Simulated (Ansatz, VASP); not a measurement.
Cu: VASP beside Ansatz

```xyz
1
Lattice="0.0000 1.8075 1.8075 1.7352 0.0000 1.8075 1.7352 1.8075 0.0000" Properties=species:S:1:pos:R:3 pbc="T T T"
Cu    0.0000    0.0000    0.0000
```

Change from the starting cell: strain -0.0400 x Voigt [1, 0, 0, 0, 0, 0], atoms carried along.

Alike in both runs: task single point; functional PBE; k mesh 22 × 22 × 22; occupations gaussian, width 0.15 eV; no spin polarisation.

```csv
,VASP,Ansatz
version,VASP 6.6.1,Ansatz 0.2.0
potentials or method,"VASP PAW PBE potentials, release 64 (Cu), cutoff 520 eV","scalar-relativistic, plane waves, PAW"
valence electrons in the cell,11,19
```

VASP gave:

| Item | Value |
| --- | --- |
| gap on the k mesh at the Fermi level (eV) | none |
| pressure (GPa) | 9.2 |
| traceless stress, the component that is largest in VASP (GPa) | 1.54 |

**Question.** Estimate Ansatz's values.

**Answer.** gap on the k mesh at the Fermi level (eV): none; pressure (GPa): 8.6; traceless stress, the component that is largest in VASP (GPa): 1.55.

A gap of «none» marks a metal or a gap that the smearing closes. VASP's potentials hold 11 valence electrons a cell and Ansatz's 19, so a difference there can come from the potentials and not from the codes.
